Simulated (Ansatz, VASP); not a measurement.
**Ni in VASP and in Ansatz**

```
CELL_PARAMETERS angstrom
0.00000 1.75934 1.75934
1.75934 0.00000 1.75934
1.75934 1.75934 0.00000
ATOMIC_POSITIONS crystal
Ni 0.00000 0.00000 0.00000
```

Alike in both runs: functional PBE; k mesh 36 × 36 × 36; occupations gaussian, width 0.1 eV; collinear spin.

Ansatz relaxed the structure, and its values are those at the end. VASP's run is a single point on that final structure, the one shown.

|  | VASP | Ansatz |
| --- | --- | --- |
| version | VASP 6.6.1 | Ansatz 0.2.0 |
| potentials or method | VASP PAW PBE potentials, release 64 (Ni) | scalar-relativistic, plane waves, PAW |
| plane-wave cutoff (eV) | 520 | 420 |
| valence electrons in the cell | 10 | 18 |

```csv
,VASP,Ansatz,Ansatz less VASP
gap on the k mesh at the Fermi level (eV),none,none,-
pressure (GPa),-0.1,0.0,+0.07
net moment per atom (μB),0.63,0.64,+0.013
size of the moment on the site where the two differ most (μB),0.64,0.68,+0.040
```

Site moments also hang on the region over which each program counts them. A gap of «none» marks a metal or a gap that the smearing closes. With one functional, cell and mesh, what is left measures potentials, basis and numerics. VASP's potentials hold 10 valence electrons a cell and Ansatz's 18, so a difference there can come from the potentials and not from the codes.
